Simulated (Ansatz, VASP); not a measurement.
## Two plane-wave programs on GaN

```
Ga N
1.0
    -0.01033    2.23699    2.26214
     2.23699   -0.01033    2.26214
     2.22666    2.22666    0.00000
Ga N
1 1
Direct
  0.99930 0.99930 0.00070
  0.25070 0.25070 0.24930
```

Alike in both runs: task single point; functional PBEsol; k mesh 10 × 10 × 10; no spin polarisation.

|  | VASP | Ansatz |
| --- | --- | --- |
| version | VASP 6.6.1 | Ansatz 0.2.0 |
| potentials or method | VASP PAW PBE potentials, release 64 (Ga_d, N), cutoff 600 eV | scalar-relativistic, plane waves, PAW |
| occupations | gaussian, width 0.01 eV | fixed |
| valence electrons in the cell | 18 | 18 |

Ansatz gave:

```
gap on the k mesh at the Fermi level (eV) : 1.69
least direct gap on the mesh (eV)         : 1.69
```

Task: Estimate VASP's values.

Result: gap on the k mesh at the Fermi level (eV): 1.70; least direct gap on the mesh (eV): 1.70.

VASP's potentials were made for PBE, not for PBEsol, and Ansatz warns of the same on its side.
